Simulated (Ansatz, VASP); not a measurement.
**One calculation of SbS2, two programs**

File INCAR:

```
ALGO = Normal ; EDIFF = 1E-6
EDIFFG = -0.01 ; ENCUT = 600
GGA = PE ; IBRION = 2
ISIF = 3 ; ISMEAR = 0
LASPH = True ; LCHARG = False
LREAL = False ; LWAVE = False
NELM = 60 ; NSW = 100
PREC = Accurate ; SIGMA = 0.1
```

KPOINTS

```
k-points
0
Gamma
  12 12 12
```

File POSCAR:

```
SbS2
1.0
    1.8690676076      1.0791066864      6.2979835374
   -1.8690676076      1.0791066864      6.2979835374
    0.0000000000     -2.1582133728      6.2979835374
Sb S
1 2
Direct
    0.0000000000      0.0000000000      0.0000000000
    0.7488498357      0.7488498357      0.7488498357
    0.2511501643      0.2511501643      0.2511501643
```

Input for Ansatz:

```yaml
crystal:
  lattice:
    - [1.8690676076, 1.0791066864, 6.2979835374]
    - [-1.8690676076, 1.0791066864, 6.2979835374]
    - [0.0, -2.1582133728, 6.2979835374]
  atoms:
    - { symbol: Sb, position: [0.0, 0.0, 0.0] }
    - { symbol: S, position: [0.7488498357, 0.7488498357, 0.7488498357] }
    - { symbol: S, position: [0.2511501643, 0.2511501643, 0.2511501643] }
basis:
  ecutwfc: 420
kpoints:
  mp_grid: { grid: [12, 12, 12] }
hamiltonian:
  xc: pbe
scf:
  occupations: { method: gaussian, width: 0.1 }
output:
  forces: true
  stress: true
  eigenvalues: true
relax:
  adjacent_minimum: "off"
  f_tol: 0.01
  max_steps: 80
  cell: { stress_tol: 0.05 }
```

Alike in both runs: task relaxation of cell and atoms; functional PBE; k mesh 12 × 12 × 12; occupations gaussian, width 0.1 eV; no spin polarisation.

|  | VASP | Ansatz |
| --- | --- | --- |
| version | VASP 6.6.1 | Ansatz 0.2.0 |
| potentials or method | VASP PAW PBE potentials, release 64 (Sb, S), cutoff 600 eV | scalar-relativistic, plane waves, PAW |
| valence electrons in the cell | 17 | 27 |

Ansatz gave:

| Quantity | Value |
| --- | --- |
| gap on the k mesh at the Fermi level, each at its own relaxed structure (eV) | none |
| relaxed volume (Å³/atom) | 25.46 |
| relaxed length of the cell vector where the two differ most in proportion (Å) | 6.635 |

Problem. Which values does VASP return?

Solution. gap on the k mesh at the Fermi level, each at its own relaxed structure (eV): none; relaxed volume (Å³/atom): 25.45; relaxed length of the cell vector where the two differ most in proportion (Å): 6.647.

A gap of «none» marks a metal or a gap that the smearing closes. VASP's potentials hold 17 valence electrons a cell and Ansatz's 27, so a difference there can come from the potentials and not from the codes.

Neither program's run includes spin-orbit coupling.
